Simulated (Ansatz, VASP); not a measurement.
## GdAl2N3: VASP beside Ansatz

```xyz
6
Lattice="7.5316 0.0000 0.0000 0.0000 7.5316 0.0000 0.0000 0.0000 3.6393" Properties=species:S:1:pos:R:3 pbc="T T T"
Gd    0.0000    0.0000    1.8196
Al    0.0000    3.7658    1.8196
Al    3.7658    0.0000    1.8196
N     0.0000    3.7658    0.0000
N     3.7658    0.0000    0.0000
N     0.0000    0.0000    0.0000
```

Alike in both runs: functional PBE; k mesh 4 × 4 × 6; occupations gaussian, width 0.1 eV; collinear spin.

Ansatz relaxed the structure, and its values are those at the end. VASP's run is a single point on that final structure, the one shown.

|  | VASP | Ansatz |
| --- | --- | --- |
| version | VASP 6.6.1 | Ansatz 0.2.0 |
| potentials or method | VASP PAW PBE potentials, release 64 (Gd, Al, N), cutoff 520 eV | scalar-relativistic, plane waves, PAW |
| valence electrons in the cell | 39 | 39 |

VASP gave:

| Quantity | Value |
| --- | --- |
| gap on the k mesh at the Fermi level (eV) | none |
| pressure (GPa) | 0.6 |
| net moment per atom (μB) | 1.09 |
| size of the moment on the site where the two differ most (μB) | 6.41 |

Which values does Ansatz return?

gap on the k mesh at the Fermi level (eV): none; pressure (GPa): 0.3; net moment per atom (μB): 1.09; size of the moment on the site where the two differ most (μB): 6.08.

Site moments also hang on the region over which each program counts them. A gap of «none» marks a metal or a gap that the smearing closes.

Neither program's run includes spin-orbit coupling.
